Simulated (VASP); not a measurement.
A run of VASP 6.6.1 is set up as follows.

File POSCAR:

```
SrTiO3
1.0
    3.9052800000      0.0000000000      0.0000000000
    0.0000000000      3.9052800000      0.0000000000
    0.0000000000      0.0000000000      3.9052800000
Sr Ti O
1 1 3
Direct
    0.5000000000      0.5000000000      0.5000000000
    0.0000000000      0.0000000000      0.0000000000
    0.5000000000      0.0000000000      0.0000000000
    0.0000000000      0.5000000000      0.0000000000
    0.0000000000      0.0000000000      0.5000000000
```

INCAR.step1

```
SYSTEM = SrTiO3
  PREC = Accurate
  ENCUT = 600
  ISMEAR = -1
  SIGMA = 0.08
  LREAL = .FALSE.
  LASPH = .TRUE.
  NELM = 60
  GGA = PE
  ALGO = Normal
  EDIFF = 1E-4
  LWAVE = .TRUE.
  LCHARG = .FALSE.
```

INCAR.step2

```
SYSTEM = SrTiO3
  PREC = Accurate
  ENCUT = 600
  EDIFF = 1E-7
  ISMEAR = -1
  SIGMA = 0.08
  LREAL = .FALSE.
  LASPH = .TRUE.
  NELM = 60
  ALGO = Normal
  ISIF = 3
  LWAVE = .FALSE.
  LCHARG = .FALSE.
  METAGGA = R2SCAN
  LMIXTAU = .TRUE.
  IBRION = 2
  NSW = 100
  EDIFFG = -0.002
  ISTART = 1
```

File KPOINTS:

```
regular mesh
0
G
  8 8 8
  0 0 0
```

Potentials or basis: VASP PAW PBE potentials, release 64 (Sr_sv, Ti_sv, O).

The run is started by

```console
$ cat potpaw_PBE.64/Sr_sv/POTCAR potpaw_PBE.64/Ti_sv/POTCAR potpaw_PBE.64/O/POTCAR > POTCAR
$ cp INCAR.step1 INCAR
$ mpirun -np 1 vasp_std > vasp.out
$ cp INCAR.step2 INCAR
$ mpirun -np 1 vasp_std > vasp.out
```

Problem. What does it give for the relaxed cell?

Solution. a = 3.912 Å, b = 3.912 Å, c = 3.912 Å, α = 90.00°, β = 90.00°, γ = 90.00°.

Problem. Estimate the band gap on the k mesh.

Solution. 2.27 eV (least direct gap 2.65 eV).

Problem. Estimate the space group after relaxing (to 0.1 Å).

Solution. Pm-3m (No. 221).

Step by step:
```csv
step,energy change (eV),largest force (eV/Å),pressure (GPa),volume (Å³)
1,0.0000,0.0000,1.02,59.56
2,0.0001,0.0000,-1.04,60.22
3,-0.0010,0.0000,0.01,59.88
```

Caveat: the PAW data sets were made with another functional, which shifts forces and pressure a little. A k mesh can miss the band edges.
